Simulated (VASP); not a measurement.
A run of VASP 6.6.1 is set up as follows.

Contents of POSCAR:

```
NaMgI3
1.0
    5.7883286242      0.0000000000      0.0000000000
    0.0000000000      5.7883286242      0.0000000000
    0.0000000000      0.0000000000      5.7883286242
Na Mg I
1 1 3
Direct
    0.0000000000      0.0000000000      0.0000000000
    0.5000000000      0.5000000000      0.5000000000
    0.5000000000      0.5000000000      0.0000000000
    0.5000000000      0.0000000000      0.5000000000
    0.0000000000      0.5000000000      0.5000000000
```

The input INCAR.step1:

```
PREC = Accurate
ENCUT = 520
ISMEAR = 0
SIGMA = 0.01
LREAL = False
LASPH = True
NELM = 100
NBANDS = 23
GGA = PE
ALGO = Normal
EDIFF = 1E-4
LWAVE = True
LCHARG = False
```

Contents of INCAR.step2:

```
PREC = Accurate
ENCUT = 520
EDIFF = 1E-7
ISMEAR = 0
SIGMA = 0.01
LREAL = False
LASPH = True
NELM = 100
ALGO = Normal
ISIF = 2
LWAVE = False
LCHARG = False
METAGGA = R2SCAN
LMIXTAU = True
NBANDS = 23
ISTART = 1
```

File KPOINTS:

```
Automatic mesh
0
Gamma
  4 4 4
```

Potentials or basis: VASP PAW PBE potentials, release 64 (Na_pv, Mg, I).

The run is started by

```sh
$ cat potpaw_PBE.64/Na_pv/POTCAR potpaw_PBE.64/Mg/POTCAR potpaw_PBE.64/I/POTCAR > POTCAR
$ cp INCAR.step1 INCAR
$ mpirun -np 1 vasp_std > vasp.out
$ cp INCAR.step2 INCAR
$ mpirun -np 1 vasp_std > vasp.out
```

(1) What does it give for the pressure?

(2) What does it give for the band gap on the k mesh?

Results:

(1) -0.1 GPa.

(2) 1.79 eV (least direct gap 2.36 eV).

Caveat: the PAW data sets were made with another functional, which shifts forces and pressure a little; spin-orbit coupling is left out, which moves the levels of the heavy elements.
